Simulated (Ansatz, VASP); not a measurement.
## Two plane-wave programs on Si17W10

```
CELL_PARAMETERS angstrom
0.00000 0.00000 7.86683
-4.84349 4.84349 3.93341
-4.84349 -4.84349 3.93341
ATOMIC_POSITIONS crystal
W 0.00210 0.33333 0.33333
W 0.00064 0.33333 0.67131
W 0.66548 0.99875 0.66792
W 0.33862 0.99535 0.33333
W 0.00007 0.99875 0.99875
W 0.33089 0.66792 0.66792
W 0.00064 0.67131 0.33333
W 0.66492 0.33333 0.33333
W 0.33862 0.33333 0.99535
W 0.66548 0.66792 0.99875
Si 0.66845 0.99846 0.33333
Si 0.33160 0.00127 0.00127
Si 0.99954 0.00127 0.66540
Si 0.33357 0.66821 0.33333
Si 0.99954 0.66540 0.00127
Si 0.66845 0.33333 0.99846
Si 0.33357 0.33333 0.66821
Si 0.66748 0.66540 0.66540
Si 0.66457 0.33333 0.66581
Si 0.33353 0.99863 0.66804
Si 0.99704 0.00086 0.33333
Si 0.66824 0.99863 0.99863
Si 0.99882 0.66804 0.66804
Si 0.66457 0.66581 0.33333
Si 0.33301 0.33333 0.33333
Si 0.99704 0.33333 0.00086
Si 0.33353 0.66804 0.99863
```

Alike in both runs: functional PBE; k mesh 4 × 4 × 4; occupations gaussian, width 0.1 eV; no spin polarisation.

Ansatz relaxed the structure, and its values are those at the end. VASP's run is a single point on that final structure, the one shown.

|  | VASP | Ansatz |
| --- | --- | --- |
| version | VASP 6.6.1 | Ansatz 0.2.0 |
| potentials or method | VASP PAW PBE potentials, release 64 (W_sv, Si), cutoff 520 eV | scalar-relativistic, plane waves, PAW |
| valence electrons in the cell | 208 | 208 |

Ansatz gave:

| Property | Result |
| --- | --- |
| gap on the k mesh at the Fermi level (eV) | none |
| rms of the force components (eV/Å) | 0.005 |

Task: What did VASP give for the same quantities?

Result: gap on the k mesh at the Fermi level (eV): none; rms of the force components (eV/Å): 0.007.

A gap of «none» marks a metal or a gap that the smearing closes. With one functional, cell and mesh, what is left measures potentials, basis and numerics.

Spin-orbit coupling is off throughout.
